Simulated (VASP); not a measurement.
# Ta2N (P-3m1) in VASP: notebook

Runs on Ta2N. Level: PBE. Tasks: single point.

Everything below comes from runs of VASP 6.6.1. Logs are shortened: lines on timing, memory, paths and dates and some standing lists are left out, and cuts for length are marked.

## 1. The cell of the first run

It takes space group P-3m1 (No. 164, trigonal). Conventional cell: a = 3.154 Å, b = 3.154 Å, c = 4.934 Å, α = 90.00°, β = 90.00°, γ = 120.00°. Within 2.9 Å of Ta (site symmetry 3m) lie 3 N at 2.21 Å. N (site symmetry -3m) has 6 Ta at 2.21 Å within 2.9 Å.

## 2. Single point, PBE (14.17 Å³/atom)

INCAR reads:

```
SYSTEM = Ta2N
PREC = Accurate
ENCUT = 520
EDIFF = 1E-6
ISMEAR = -1
SIGMA = 0.05
LREAL = .False.
LASPH = .True.
NELM = 80
ALGO = Normal
ISIF = 2
LWAVE = .False.
LCHARG = .False.
GGA = PE
NBANDS = 20
```

KPOINTS reads:

```
regular mesh
0
Gamma
  10 10 6
  0 0 0
```

POSCAR reads:

```
Ta2N
1.0
    3.1538249076      0.0000000000      0.0000000000
   -1.5769124538      2.7312924890      0.0000000000
    0.0000000000      0.0000000000      4.9339252043
Ta N
2 1
Direct
    0.3333333333      0.6666666667      0.2547110000
    0.6666666667      0.3333333333      0.7452890000
    0.0000000000      0.0000000000      0.0000000000
```

Potentials or basis: VASP PAW PBE potentials, release 64 (Ta_pv, N).

Launch:

```console
$ cat potpaw_PBE.64/Ta_pv/POTCAR potpaw_PBE.64/N/POTCAR > POTCAR
$ mpirun -np 1 vasp_std > vasp.out
```

OUTCAR:

```text
SYSTEM = Ta2N
   PREC = Accurate
   ENCUT = 520
   EDIFF = 1E-6
   ISMEAR = -1
   LREAL = .False.
   LASPH = .True.
   NELM = 80
   ISIF = 2
   GGA = PE

 ion  position               nearest neighbor table
   1  0.333  0.667  0.255-   3 2.21   3 2.21   3 2.21   2 3.03   2 3.03   2 3.03   2 3.10   2 3.10
                             2 3.10
   2  0.667  0.333  0.745-   3 2.21   3 2.21   3 2.21   1 3.03   1 3.03   1 3.03   1 3.10   1 3.10
                             1 3.10
   3  0.000  0.000  0.000-   1 2.21   2 2.21   1 2.21   2 2.21   2 2.21   1 2.21

  LATTYP: Found a hexagonal cell.
 ALAT       =     3.1538249076
 C/A-ratio  =     1.5644258476

  Lattice vectors:

 A1 = (   3.1538249076,   0.0000000000,   0.0000000000)
 A2 = (  -1.5769124538,   2.7312924890,   0.0000000000)
 A3 = (   0.0000000000,   0.0000000000,   4.9339252043)

Analysis of symmetry for initial positions (statically):
=====================================================================
 Subroutine PRICEL returns:
 Original cell was already a primitive cell.

 Routine SETGRP: Setting up the symmetry group for a
 hexagonal supercell.

 Subroutine GETGRP returns: Found 12 space group operations
 (whereof 12 operations were pure point group operations)
 out of a pool of 24 trial point group operations.

The static configuration has the point symmetry D_3d.

Analysis of symmetry for dynamics (positions and initial velocities):
=====================================================================
 Subroutine PRICEL returns:
 Original cell was already a primitive cell.

 Routine SETGRP: Setting up the symmetry group for a
 hexagonal supercell.

 Subroutine GETGRP returns: Found 12 space group operations
 (whereof 12 operations were pure point group operations)
 out of a pool of 24 trial point group operations.

The dynamic configuration has the point symmetry D_3d.

 Subroutine INISYM returns: Found 12 space group operations
 (whereof 12 operations are pure point group operations),
 and found     1 'primitive' translations

----------------------------------------------------------------------------------------

                                     Primitive cell

  volume of cell :      42.5009

  direct lattice vectors                    reciprocal lattice vectors
     3.153824908  0.000000000  0.000000000     0.317075307  0.183063514  0.000000000
    -1.576912454  2.731292489  0.000000000     0.000000000  0.366127027  0.000000000
     0.000000000  0.000000000  4.933925204     0.000000000  0.000000000  0.202678387

  length of vectors
     3.153824908  3.153824908  4.933925204     0.366127027  0.366127027  0.202678387

  position of ions in fractional coordinates (direct lattice)
     0.333333333  0.666666667  0.254711000
     0.666666667  0.333333333  0.745289000
     0.000000000  0.000000000  0.000000000

  ion indices of the primitive-cell ions
   primitive index   ion index
                 1           1
                 2           2
                 3           3

----------------------------------------------------------------------------------------

 KPOINTS: regular mesh

Automatic generation of k-mesh.
 Grid dimensions read from file:
 generate k-points for:   10   10    6

 Generating k-lattice:

  Cartesian coordinates                     Fractional coordinates (reciprocal lattice)
     0.031707531  0.018306351  0.000000000     0.100000000  0.000000000  0.000000000
     0.000000000  0.036612703  0.000000000     0.000000000  0.100000000  0.000000000
     0.000000000  0.000000000  0.033779731     0.000000000  0.000000000  0.166666667

  Length of vectors
     0.036612703  0.036612703  0.033779731

  Shift w.r.t. Gamma in fractional coordinates (k-lattice)
     0.000000000  0.000000000  0.000000000

 Subroutine IBZKPT returns following result:
 ===========================================

 Found     72 irreducible k-points:

 Following reciprocal coordinates:
            Coordinates               Weight
  0.000000  0.000000  0.000000      1.000000
  0.100000  0.000000  0.000000      6.000000
  0.200000  0.000000  0.000000      6.000000
  0.300000  0.000000  0.000000      6.000000
  0.400000  0.000000  0.000000      6.000000
  0.500000  0.000000  0.000000      3.000000
[... 16 lines left out ...]
  0.000000  0.400000  0.166667      6.000000
  0.500000  0.000000  0.166667      6.000000
 [... further k-points ...]
   k-points           NKPTS =     72   k-points in BZ     NKDIM =     72   number of bands    NBANDS=     20
   number of dos      NEDOS =    301   number of ions     NIONS =      3
   total plane-waves  NPLWV =  23040
   dimension x,y,z NGX =    24 NGY =   24 NGZ =   40
   dimension x,y,z NGXF=    48 NGYF=   48 NGZF=   80
   ions per type =               2   1
   NGX,Y,Z   is equivalent  to a cutoff of  12.65, 12.65, 13.48 a.u.
   NGXF,Y,Z  is equivalent  to a cutoff of  25.30, 25.30, 26.96 a.u.
 SYSTEM =  Ta2N
   PREC   = accura    normal or accurate (medium, high low for compatibility)
   ISTART =      0    job   : 0-new  1-cont  2-samecut
   ICHARG =      2    charge: 1-file 2-atom 10-const
   ISPIN  =      1    spin polarized calculation?
   LNONCOLLINEAR =      F non collinear calculations
   LSORBIT =      F    spin-orbit coupling
   LASPH  =      T    aspherical Exc in radial PAW
   ENCUT  =  520.0 eV  38.22 Ry    6.18 a.u.   5.86  5.86  9.17*2*pi/ulx,y,z
   NELM   =     80;   NELMIN=  2; NELMDL= -5     # of ELM steps
   EDIFF  = 0.1E-05   stopping-criterion for ELM
   LREAL  =      F    real-space projection
   EDIFFG = 0.1E-04   stopping-criterion for IOM
   NSW    =      0    number of steps for IOM
   IBRION =     -1    ionic relax: 0-MD 1-quasi-New 2-CG
   NFREE  =      0    steps in history (QN), initial steepest desc. (CG)
   ISIF   =      2    stress and relaxation
   ISYM   =      2    0-nonsym 1-usesym 2-fastsym
   POTIM  = 0.5000    time-step for ionic-motion
   TEBEG  =    0.0;   TEEND  =   0.0 temperature during run
   PSTRESS=    0.0 pullay stress
   NELECT =      27.0000    total number of electrons
   NUPDOWN=      -1.0000    fix difference up-down
   EMIN   =  10.00;   EMAX   =-10.00  energy-range for DOS
   EFERMI =   0.00;   METHOD = LEGACY
   ISMEAR =    -1;   SIGMA  =   0.05  broadening in eV -4-tet -1-fermi 0-gaus
   EFERMI_NEDOS =   21; number of points for ismear=-14 and -15
   IALGO  =     38    algorithm
   IMIX   =      4    mixing-type and parameters
     AMIX     =   0.40;   BMIX     =  1.00
     AMIX_MAG =   1.60;   BMIX_MAG =  1.00
  volume/ion in A,a.u.               =      14.17        95.60
  Fermi-wavevector in a.u.,A,eV,Ry     =   1.407332  2.659472 26.947482  1.980584
  Thomas-Fermi vector in A             =   2.529602
   LORBIT       =      0    0 simple, 1 ext, 2 COOP (PROOUT), +10 PAW based schemes
   GGA     = PE    functional components
   LHFCALC =     F    Hartree Fock is set to
   AEXX    =    0.0000 exact exchange contribution
   IVDW    =     0    specifies the selected vdW correction
   LEPSILON=     F    determine dielectric tensor
   LRPA    =     F    only Hartree local field effects (RPA)
 non-spin polarized calculation
  energy-cutoff  :      520.00
  volume of cell :       42.50
 maximum number of plane-waves:      1160
   NGX = 11   NGY = 11   NGZ = 19

 number of electron      26.9999995 magnetization

 Free energy of the ion-electron system (eV)
  ---------------------------------------------------
  ext. energy  EPLUGINS =         0.00000000
  ---------------------------------------------------
  free energy    TOTEN  =       -34.32330275 eV

  energy without entropy =      -34.30919223  energy(sigma->0) =      -34.31624749

 E-fermi :   7.1043     XC(G=0): -12.6405

 val. band max:        7.0915519131   @ k =   0.2000   0.1000   0.3333
 cond. band min:       7.1048632482   @ k =   0.0000   0.3000   0.3333
 fundamental gap:      0.0133113351
 Fermi energy:         7.1043350901

 k-point     1 :       0.0000    0.0000    0.0000
  band No.  band energies     occupation
      1     -28.5877      2.00000
      2     -27.9821      2.00000
      3     -27.9821      2.00000
      4     -27.8715      2.00000
      5     -27.8715      2.00000
      6     -27.7603      2.00000
[... 12 lines left out ...]
     19       8.1999      0.00000
     20      11.7716      0.00000

 k-point     2 :       0.1000    0.0000    0.0000
  band No.  band energies     occupation
      1     -28.5622      2.00000
      2     -28.0318      2.00000
      3     -28.0000      2.00000
      4     -27.9215      2.00000
      5     -27.8758      2.00000
      6     -27.7704      2.00000
[... 12 lines left out ...]
     19       8.8746      0.00000
     20      11.7105      0.00000

 k-point     3 :       0.2000    0.0000    0.0000
  band No.  band energies     occupation
      1     -28.4912      2.00000
      2     -28.1626      2.00000
      3     -28.0464      2.00000
      4     -28.0440      2.00000
      5     -27.8899      2.00000
      6     -27.8019      2.00000
[... 12 lines left out ...]
     19      10.4307      0.00000
     20      11.3196      0.00000

 k-point     4 :       0.3000    0.0000    0.0000
  band No.  band energies     occupation
      1     -28.3954      2.00000
      2     -28.3196      2.00000
      3     -28.1905      2.00000
      4     -28.0945      2.00000
      5     -27.9105      2.00000
      6     -27.8551      2.00000
[... 12 lines left out ...]
     19      10.9561      0.00000
     20      11.9748      0.00000

 k-point     5 :       0.4000    0.0000    0.0000
  band No.  band energies     occupation
      1     -28.4633      2.00000
      2     -28.3021      2.00000
      3     -28.2763      2.00000
      4     -28.1335      2.00000
      5     -27.9286      2.00000
      6     -27.9217      2.00000
[... 12 lines left out ...]
     19      11.0656      0.00000
     20      11.6716      0.00000

 k-point     6 :       0.5000    0.0000    0.0000
  band No.  band energies     occupation
      1     -28.5123      2.00000
      2     -28.3429      2.00000
      3     -28.2227      2.00000
      4     -28.1481      2.00000
      5     -27.9615      2.00000
      6     -27.9358      2.00000
[... 12 lines left out ...]
     19      11.0969      0.00000
     20      11.2580      0.00000

 k-point     7 :       0.1000    0.1000    0.0000
  band No.  band energies     occupation
      1     -28.5139      2.00000
      2     -28.1056      2.00000
      3     -28.0701      2.00000
      4     -27.9758      2.00000
      5     -27.8953      2.00000
      6     -27.7912      2.00000
[... 12 lines left out ...]
     19      10.0716      0.00000
     20      11.4471      0.00000
[... 277 lines left out ...]
 k-point    20 :       0.3000    0.0000    0.1667
  band No.  band energies     occupation
      1     -28.4057      2.00000
      2     -28.2947      2.00000
      3     -28.2028      2.00000
      4     -28.0850      2.00000
      5     -27.9202      2.00000
      6     -27.8582      2.00000
[... 12 lines left out ...]
     19      10.9990      0.00000
     20      11.4364      0.00000

 k-point    21 :       0.0000    0.3000    0.1667
  band No.  band energies     occupation
      1     -28.4516      2.00000
      2     -28.2439      2.00000
      3     -28.1957      2.00000
      4     -28.0798      2.00000
      5     -27.9257      2.00000
      6     -27.8691      2.00000
[... 12 lines left out ...]
     19      10.6261      0.00000
     20      12.2799      0.00000

 k-point    22 :       0.4000    0.0000    0.1667
  band No.  band energies     occupation
      1     -28.4810      2.00000
      2     -28.3633      2.00000
      3     -28.2087      2.00000
      4     -28.1215      2.00000
      5     -27.9411      2.00000
      6     -27.9088      2.00000
[... 12 lines left out ...]
     19      11.2717      0.00000
     20      11.7608      0.00000

 k-point    23 :       0.0000    0.4000    0.1667
  band No.  band energies     occupation
      1     -28.5135      2.00000
      2     -28.3366      2.00000
      3     -28.1910      2.00000
      4     -28.1186      2.00000
      5     -27.9441      2.00000
      6     -27.9197      2.00000
[... 12 lines left out ...]
     19      11.0427      0.00000
     20      12.8870      0.00000

 k-point    24 :       0.5000    0.0000    0.1667
  band No.  band energies     occupation
      1     -28.5397      2.00000
      2     -28.3860      2.00000
      3     -28.1662      2.00000
      4     -28.1341      2.00000
      5     -27.9503      2.00000
      6     -27.9445      2.00000
[... 12 lines left out ...]
     19      11.3618      0.00000
     20      12.1771      0.00000

 [... further k-points ...]

------------------------ aborting loop because EDIFF is reached ----------------------------------------

  FORCE on cell =-STRESS in cart. coord.  units (eV):
  Direction    XX          YY          ZZ          XY          YZ          ZX
  --------------------------------------------------------------------------------------
  -------------------------------------------------------------------------------------
  Total       -2.9608959     -2.9608959     -2.7241434      0.0000000      0.0000000      0.0000000
  in kB     -111.6182923   -111.6182923   -102.6933205      0.0000000      0.0000000      0.0000000
  external PRESSURE =    -108.6433017 kB  Pullay stress =       0.0000000 kB

 VOLUME and BASIS-vectors are now :
 -----------------------------------------------------------------------------
  energy-cutoff  :      520.00
  volume of cell :       42.50
      direct lattice vectors                 reciprocal lattice vectors
     3.153824908  0.000000000  0.000000000     0.317075307  0.183063514  0.000000000
    -1.576912454  2.731292489  0.000000000     0.000000000  0.366127027  0.000000000
     0.000000000  0.000000000  4.933925204     0.000000000  0.000000000  0.202678387

 POSITION                                       TOTAL-FORCE (eV/Angst)
 -----------------------------------------------------------------------------------
     -0.00000      1.82086      1.25673         0.000000      0.000000     -0.179526
      1.57691      0.91043      3.67720        -0.000000      0.000000      0.179526
      0.00000      0.00000      0.00000         0.000000      0.000000      0.000000
 -----------------------------------------------------------------------------------
    total drift:                               -0.000000      0.000000      0.000000

  FREE ENERGIE OF THE ION-ELECTRON SYSTEM (eV)
  ---------------------------------------------------
  free  energy   TOTEN  =       -34.3233027507 eV

  energy  without entropy=      -34.3091922264  energy(sigma->0) =      -34.31624749
```

It took 50 s on 1 thread of Intel Xeon 8259CL, shared host; peak memory 0.2 GiB.

What came out:

```yaml
Free_energy: -34.3233 eV
Pressure: -10.9 GPa
Largest_force: 0.180 eV/Å
Band_gap_on_the_k_mesh: zero (an odd number of electrons rules out a gap without spin polarisation)
```

Forces in eV/Å, atoms in the order of the input:
```
Ta   0.000  0.000 -0.180
Ta   0.000  0.000  0.180
N    0.000  0.000  0.000
```

Levels at points of the mesh, in eV from the Fermi level:
```
           k point  band 11  band 12  band 13  band 14  band 15  band 16  band 17  band 18
(0.00, 0.00, 0.00)    -4.98    -0.62    -0.22    -0.22     0.26     0.26     0.27     1.10
(0.50, 0.00, 0.00)    -4.32    -2.56    -1.40     1.66     1.77     3.48     3.75     3.93
(0.00, 0.00, 0.50)    -2.76    -2.62    -1.06    -1.06     1.68     1.69     2.16     2.16
(0.50, 0.00, 0.50)    -3.15    -2.14    -2.10    -0.26     0.68     3.08     3.32     3.75
```

Caveat: the cell stands under tension; spin-orbit coupling is left out, which moves the levels of the heavy elements.

(Part 1 of 2 ends here.)
